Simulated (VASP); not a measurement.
# Ti3Al2 (Cmmm) in VASP: single point with PBE

Aim: the single point of Ti3Al2 with PBE.

Program: VASP 6.6.1. These are calculated values, not measurements. Logs are shortened: lines on timing, memory, paths and dates and some standing lists are left out, and cuts for length are marked.

### Step 1. The cell of the first run

Symmetry: Cmmm, No. 65, orthorhombic system. The conventional cell has a = 4.536 Å, b = 6.936 Å, c = 5.495 Å, α = 90.00°, β = 90.00°, γ = 90.00°. Ti (site symmetry mm2) has 2 Ti at 1.67 to 1.91 Å within 2.2 Å. Ti (site symmetry mmm) has 2 Ti at 1.91 Å within 2.5 Å. Within 2.1 Å of Al (site symmetry m2m) lie 1 Al at 1.56 Å.

The cell was built from a structure type or drawn by symmetry, and may not be a known phase.

### Step 2. Single point, PBE

The input, INCAR:

```
PREC = Accurate
ENCUT = 520
EDIFF = 1E-7
ISMEAR = 0
SIGMA = 0.1
LREAL = F
LASPH = T
NELM = 80
ALGO = Normal
ISIF = 2
LWAVE = F
LCHARG = F
GGA = PE
NBANDS = 29
```

The input, KPOINTS:

```
regular mesh
0
Gamma
  4 4 4
```

The input, POSCAR:

```
Ti3Al2
1.0
    2.2679453900     -3.4681586800      0.0000000000
    2.2679453900      3.4681586800      0.0000000000
    0.0000000000      0.0000000000      5.4950966500
Ti Al
3 2
Direct
    0.0000000000      0.0000000000      0.1520585500
    0.0000000000      0.0000000000      0.8479414500
    0.0000000000      0.0000000000      0.5000000000
    0.6125552000      0.3874448000      0.0000000000
    0.3874448000      0.6125552000      0.0000000000
```

Potentials or basis: VASP PAW PBE potentials, release 64 (Ti_sv, Al).

The run is started by

```console
cat potpaw_PBE.64/Ti_sv/POTCAR potpaw_PBE.64/Al/POTCAR > POTCAR
mpirun -np 1 vasp_std > vasp.out
```

OUTCAR:

```text
PREC = Accurate
   ENCUT = 520
   EDIFF = 1E-7
   ISMEAR = 0
   LREAL = F
   LASPH = T
   NELM = 80
   ISIF = 2
   GGA = PE

 ion  position               nearest neighbor table
   1  0.000  0.000  0.152-   2 1.67   3 1.91   4 2.54   5 2.54   4 2.54   5 2.54   4 2.81   5 2.81

   2  0.000  0.000  0.848-   1 1.67   3 1.91   4 2.54   5 2.54   4 2.54   5 2.54   4 2.81   5 2.81

   3  0.000  0.000  0.500-   1 1.91   2 1.91
   4  0.613  0.387  0.000-   5 1.56   2 2.54   1 2.54   1 2.54   2 2.54   2 2.81   1 2.81   5 2.96
                             5 2.96
   5  0.387  0.613  0.000-   4 1.56   2 2.54   1 2.54   1 2.54   2 2.54   2 2.81   1 2.81   4 2.96
                             4 2.96

 -----------------------------------------------------------------------------
|                                                                             |
|           W    W    AA    RRRRR   N    N  II  N    N   GGGG   !!!           |
|           W    W   A  A   R    R  NN   N  II  NN   N  G    G  !!!           |
|           W    W  A    A  R    R  N N  N  II  N N  N  G       !!!           |
|           W WW W  AAAAAA  RRRRR   N  N N  II  N  N N  G  GGG   !            |
|           WW  WW  A    A  R   R   N   NN  II  N   NN  G    G                |
|           W    W  A    A  R    R  N    N  II  N    N   GGGG   !!!           |
|                                                                             |
|     The distance between some ions is very small. Please check the          |
|     nearest-neighbor list in the OUTCAR file.                               |
|     I HOPE YOU KNOW WHAT YOU ARE DOING!                                     |
|                                                                             |
 -----------------------------------------------------------------------------

  LATTYP: Found a base centered orthorhombic cell.
 ALAT       =     4.5358907800
 B/A-ratio  =     1.5292073148
 C/A-ratio  =     1.2114702308

  Lattice vectors:

 A1 = (   2.2679453900,  -3.4681586800,   0.0000000000)
 A2 = (   2.2679453900,   3.4681586800,   0.0000000000)
 A3 = (   0.0000000000,   0.0000000000,   5.4950966500)

Analysis of symmetry for initial positions (statically):
=====================================================================
 Subroutine PRICEL returns:
 Original cell was already a primitive cell.

 Routine SETGRP: Setting up the symmetry group for a
 base centered orthorhombic supercell.

 Subroutine GETGRP returns: Found  8 space group operations
 (whereof  8 operations were pure point group operations)
 out of a pool of  8 trial point group operations.

The static configuration has the point symmetry D_2h.

Analysis of symmetry for dynamics (positions and initial velocities):
=====================================================================
 Subroutine PRICEL returns:
 Original cell was already a primitive cell.

 Routine SETGRP: Setting up the symmetry group for a
 base centered orthorhombic supercell.

 Subroutine GETGRP returns: Found  8 space group operations
 (whereof  8 operations were pure point group operations)
 out of a pool of  8 trial point group operations.

The dynamic configuration has the point symmetry D_2h.

 Subroutine INISYM returns: Found  8 space group operations
 (whereof  8 operations are pure point group operations),
 and found     1 'primitive' translations

----------------------------------------------------------------------------------------

                                     Primitive cell

  volume of cell :      86.4444

  direct lattice vectors                    reciprocal lattice vectors
     2.267945390 -3.468158680  0.000000000     0.220463862 -0.144168721  0.000000000
     2.267945390  3.468158680  0.000000000     0.220463862  0.144168721  0.000000000
     0.000000000  0.000000000  5.495096650     0.000000000  0.000000000  0.181980421

  length of vectors
     4.143875109  4.143875109  5.495096650     0.263417795  0.263417795  0.181980421

  position of ions in fractional coordinates (direct lattice)
     0.000000000  0.000000000  0.152058550
     0.000000000  0.000000000  0.847941450
     0.000000000  0.000000000  0.500000000
     0.612555200  0.387444800  0.000000000
     0.387444800  0.612555200  0.000000000

  ion indices of the primitive-cell ions
   primitive index   ion index
                 1           1
                 2           2
                 3           3
                 4           4
                 5           5

----------------------------------------------------------------------------------------

 KPOINTS: regular mesh

Automatic generation of k-mesh.
 Grid dimensions read from file:
 generate k-points for:    4    4    4

 Generating k-lattice:

  Cartesian coordinates                     Fractional coordinates (reciprocal lattice)
     0.055115966 -0.036042180  0.000000000     0.250000000  0.000000000  0.000000000
     0.055115966  0.036042180  0.000000000     0.000000000  0.250000000  0.000000000
     0.000000000  0.000000000  0.045495105     0.000000000  0.000000000  0.250000000

  Length of vectors
     0.065854449  0.065854449  0.045495105

  Shift w.r.t. Gamma in fractional coordinates (k-lattice)
     0.000000000  0.000000000  0.000000000

 Subroutine IBZKPT returns following result:
 ===========================================

 Found     21 irreducible k-points:

 Following reciprocal coordinates:
            Coordinates               Weight
  0.000000  0.000000  0.000000      1.000000
  0.250000  0.000000  0.000000      4.000000
  0.500000  0.000000  0.000000      2.000000
  0.250000  0.250000  0.000000      2.000000
  0.500000  0.250000  0.000000      4.000000
 -0.250000  0.250000  0.000000      2.000000
[... 13 lines left out ...]
 -0.250000  0.250000  0.500000      2.000000
  0.500000  0.500000  0.500000      1.000000
   k-points           NKPTS =     21   k-points in BZ     NKDIM =     21   number of bands    NBANDS=     29
   number of dos      NEDOS =    301   number of ions     NIONS =      5
   total plane-waves  NPLWV =  43008
   dimension x,y,z NGX =    32 NGY =   32 NGZ =   42
   dimension x,y,z NGXF=    64 NGYF=   64 NGZF=   84
   ions per type =               3   2
   NGX,Y,Z   is equivalent  to a cutoff of  12.84, 12.84, 12.71 a.u.
   NGXF,Y,Z  is equivalent  to a cutoff of  25.68, 25.68, 25.41 a.u.
 SYSTEM =  unknown system
   PREC   = accura    normal or accurate (medium, high low for compatibility)
   ISTART =      0    job   : 0-new  1-cont  2-samecut
   ICHARG =      2    charge: 1-file 2-atom 10-const
   ISPIN  =      1    spin polarized calculation?
   LNONCOLLINEAR =      F non collinear calculations
   LSORBIT =      F    spin-orbit coupling
   LASPH  =      T    aspherical Exc in radial PAW
   ENCUT  =  520.0 eV  38.22 Ry    6.18 a.u.   7.70  7.70 10.22*2*pi/ulx,y,z
   NELM   =     80;   NELMIN=  2; NELMDL= -5     # of ELM steps
   EDIFF  = 0.1E-06   stopping-criterion for ELM
   LREAL  =      F    real-space projection
   EDIFFG = 0.1E-05   stopping-criterion for IOM
   NSW    =      0    number of steps for IOM
   IBRION =     -1    ionic relax: 0-MD 1-quasi-New 2-CG
   NFREE  =      0    steps in history (QN), initial steepest desc. (CG)
   ISIF   =      2    stress and relaxation
   ISYM   =      2    0-nonsym 1-usesym 2-fastsym
   POTIM  = 0.5000    time-step for ionic-motion
   TEBEG  =    0.0;   TEEND  =   0.0 temperature during run
   PSTRESS=    0.0 pullay stress
   NELECT =      42.0000    total number of electrons
   NUPDOWN=      -1.0000    fix difference up-down
   EMIN   =  10.00;   EMAX   =-10.00  energy-range for DOS
   EFERMI =   0.00;   METHOD = LEGACY
   ISMEAR =     0;   SIGMA  =   0.10  broadening in eV -4-tet -1-fermi 0-gaus
   EFERMI_NEDOS =   21; number of points for ismear=-14 and -15
   IALGO  =     38    algorithm
   IMIX   =      4    mixing-type and parameters
     AMIX     =   0.40;   BMIX     =  1.00
     AMIX_MAG =   1.60;   BMIX_MAG =  1.00
  volume/ion in A,a.u.               =      17.29       116.67
  Fermi-wavevector in a.u.,A,eV,Ry     =   1.287001  2.432080 22.536312  1.656372
  Thomas-Fermi vector in A             =   2.419042
   LORBIT       =      0    0 simple, 1 ext, 2 COOP (PROOUT), +10 PAW based schemes
   GGA     = PE    functional components
   LHFCALC =     F    Hartree Fock is set to
   AEXX    =    0.0000 exact exchange contribution
   IVDW    =     0    specifies the selected vdW correction
   LEPSILON=     F    determine dielectric tensor
   LRPA    =     F    only Hartree local field effects (RPA)
 non-spin polarized calculation
 Gauss-broadening in eV      SIGMA  =   0.10
  energy-cutoff  :      520.00
  volume of cell :       86.44
 maximum number of plane-waves:      2345
 NGX is ok and might be reduce to    32
   NGX = 15   NGY = 15   NGZ = 21

 number of electron      41.9999997 magnetization

 Free energy of the ion-electron system (eV)
  ---------------------------------------------------
  ext. energy  EPLUGINS =         0.00000000
  ---------------------------------------------------
  free energy    TOTEN  =       -11.94948187 eV

  energy without entropy =      -11.92491306  energy(sigma->0) =      -11.93719747

 E-fermi :   7.4726     XC(G=0): -10.3089

 val. band max:        7.4442397476   @ k =   0.5000   0.0000   0.5000
 cond. band min:       7.4748849537   @ k =   0.2500   0.0000   0.0000
 fundamental gap:      0.0306452062
 Fermi energy:         7.4725789861

 k-point     1 :       0.0000    0.0000    0.0000
  band No.  band energies     occupation
      1     -50.3476      2.00000
      2     -48.9030      2.00000
      3     -47.0957      2.00000
      4     -28.6059      2.00000
      5     -26.9585      2.00000
      6     -25.9716      2.00000
[... 21 lines left out ...]
     28       9.4032      0.00000
     29      12.2613      0.00000

 k-point     2 :       0.2500    0.0000    0.0000
  band No.  band energies     occupation
      1     -50.3473      2.00000
      2     -48.9028      2.00000
      3     -47.0956      2.00000
      4     -28.6055      2.00000
      5     -26.9581      2.00000
      6     -25.9763      2.00000
[... 600 lines left out ...]
 k-point    21 :       0.5000    0.5000    0.5000
  band No.  band energies     occupation
      1     -50.0002      2.00000
      2     -49.5414      2.00000
      3     -46.7356      2.00000
      4     -30.1010      2.00000
      5     -25.7227      2.00000
      6     -25.6867      2.00000
[... 21 lines left out ...]
     28      11.1942      0.00000
     29      11.2581      0.00000

------------------------ aborting loop because EDIFF is reached ----------------------------------------

  FORCE on cell =-STRESS in cart. coord.  units (eV):
  Direction    XX          YY          ZZ          XY          YZ          ZX
  --------------------------------------------------------------------------------------
  -------------------------------------------------------------------------------------
  Total       11.0137015     44.8651154     55.8747406     -0.0000000      0.0000000      0.0000000
  in kB      204.1300766    831.5387422   1035.5932679     -0.0000000      0.0000000      0.0000000
  external PRESSURE =     690.4206956 kB  Pullay stress =       0.0000000 kB

 VOLUME and BASIS-vectors are now :
 -----------------------------------------------------------------------------
  energy-cutoff  :      520.00
  volume of cell :       86.44
      direct lattice vectors                 reciprocal lattice vectors
     2.267945390 -3.468158680  0.000000000     0.220463862 -0.144168721  0.000000000
     2.267945390  3.468158680  0.000000000     0.220463862  0.144168721  0.000000000
     0.000000000  0.000000000  5.495096650     0.000000000  0.000000000  0.181980421

 POSITION                                       TOTAL-FORCE (eV/Angst)
 -----------------------------------------------------------------------------------
      0.00000      0.00000      0.83558         0.000000      0.000000     14.918768
      0.00000      0.00000      4.65952        -0.000000      0.000000    -14.918768
      0.00000      0.00000      2.74755        -0.000000      0.000000     -0.000000
      2.26795     -0.78072      0.00000        -0.000000    -29.068552     -0.000000
      2.26795      0.78072      0.00000        -0.000000     29.068552     -0.000000
 -----------------------------------------------------------------------------------
    total drift:                                0.000000     -0.000000      0.000000

  FREE ENERGIE OF THE ION-ELECTRON SYSTEM (eV)
  ---------------------------------------------------
  free  energy   TOTEN  =       -11.9494818712 eV

  energy  without entropy=      -11.9249130614  energy(sigma->0) =      -11.93719747
```

It took 1.9 min on 1 thread of AMD EPYC 7R13, shared host; peak memory 0.18 GiB.

What came out:

| Property | Result |
| --- | --- |
| Free energy | -11.9495 eV |
| Pressure | 69.0 GPa |
| Largest force | 29.069 eV/Å |
| Band gap on the k mesh | zero (bands 21 and 22 overlap by 1.05 eV) |

Forces in eV/Å, atoms in the order of the input:
```
Ti    0.000   0.000  14.919
Ti    0.000   0.000 -14.919
Ti    0.000   0.000   0.000
Al    0.000 -29.069   0.000
Al    0.000  29.069   0.000
```

Caveat: the k points lie up to 0.41 Å⁻¹ apart, too coarse for converged energies and pressures of a metal; atoms lie so close that the PAW spheres overlap strongly, which falsifies energies and pressures; forces of over 1 eV/Å act on the atoms, so gaps and moduli don't describe the material at rest.
